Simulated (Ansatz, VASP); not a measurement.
Hg in VASP and in Ansatz

The input INCAR:

```
SYSTEM = Hg
PREC = Accurate ; ENCUT = 520
EDIFF = 1E-6 ; ISMEAR = -1
SIGMA = 0.1 ; LREAL = .FALSE.
LASPH = .TRUE. ; NELM = 80
ALGO = Normal ; ISIF = 2
LWAVE = .FALSE. ; LCHARG = .FALSE.
GGA = RP ; NBANDS = 12
```

The input KPOINTS:

```
Automatic mesh
0
G
  9 9 9
  0 0 0
```

POSCAR

```
Hg
1.0
    0.0000000000      3.7912785050      3.7912785050
    3.7912785050      0.0000000000      3.7912785050
    3.7912785050      3.7912785050      0.0000000000
Hg
1
Direct
    0.0000000000      0.0000000000      0.0000000000
```

Input for Ansatz:

```yaml
crystal:
  lattice:
    - [0.0, 3.791278505, 3.791278505]
    - [3.791278505, 0.0, 3.791278505]
    - [3.791278505, 3.791278505, 0.0]
  atoms:
    - { symbol: Hg, position: [0.0, 0.0, 0.0] }
hamiltonian:
  xc: rpbe
  pseudopotentials:
    kind: paw
    azcp:
      Hg: "pseudopotentials/Hg.paw.azcp"
basis:
  ecutwfc: 420
  fft_grid_basis: typed
kpoints:
  mp_grid: { grid: [9, 9, 9], shift: [0, 0, 0] }
magnetization:
  spin_polarized: false
scf:
  occupations: { method: fermi_dirac, width: 0.1 }
  lower_state_search: "off"
output:
  stress: true
```

Alike in both runs: task single point; functional RPBE; k mesh 9 × 9 × 9; occupations fermi-dirac, width 0.1 eV; no spin polarisation.

|  | VASP | Ansatz |
| --- | --- | --- |
| version | VASP 6.6.1 | Ansatz 0.2.0 |
| potentials or method | VASP PAW PBE potentials, release 64 (Hg), cutoff 520 eV | plane waves (420 eV) with PAW, scalar-relativistic |
| valence electrons in the cell | 12 | 20 |

|  | VASP | Ansatz | Ansatz less VASP |
| --- | --- | --- | --- |
| pressure (GPa) | 0.0 | 0.0 | +0.02 |

VASP's potentials were made for PBE, not for RPBE. The functional is the same, so the differences come from potentials, cutoffs and numerics. VASP's potentials hold 12 valence electrons a cell and Ansatz's 20, so a difference there can come from the potentials and not from the codes.

Neither program's run includes spin-orbit coupling.
